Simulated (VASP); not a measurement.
A run of VASP 6.6.1 is set up as follows.

The input INCAR:

```
ALGO = Fast
EDIFF = 1E-7
ENCUT = 520
GGA = PE
ISIF = 2
ISMEAR = 0
LASPH = T
LCHARG = F
LREAL = F
LWAVE = F
NBANDS = 28
NELM = 60
PREC = Accurate
SIGMA = 0.1
```

Contents of KPOINTS:

```
k-points
0
Gamma
  12 12 4
```

The input POSCAR:

```
Sr
1.0
    4.2644719979      0.0000000000      0.0000000000
   -2.1322359990      3.6931410839      0.0000000000
    0.0000000000      0.0000000000     13.9755408324
Sr
4
Direct
    0.0000000000      0.0000000000      0.0000000000
    0.3333333333      0.6666666667      0.2500000000
    0.0000000000      0.0000000000      0.5000000000
    0.6666666667      0.3333333333      0.7500000000
```

Potentials or basis: VASP PAW PBE potentials, release 64 (Sr_sv).

Command:

```bash
$ cat potpaw_PBE.64/Sr_sv/POTCAR > POTCAR
$ mpirun -np 1 vasp_std > vasp.out
```

(1) What does it give for the band gap on the k mesh?

(2) Estimate the pressure.

Results:

(1) zero (band 20 reaches 1.75 eV, above the bottom of band 21 at 1.55 eV).

(2) 0.0 GPa.
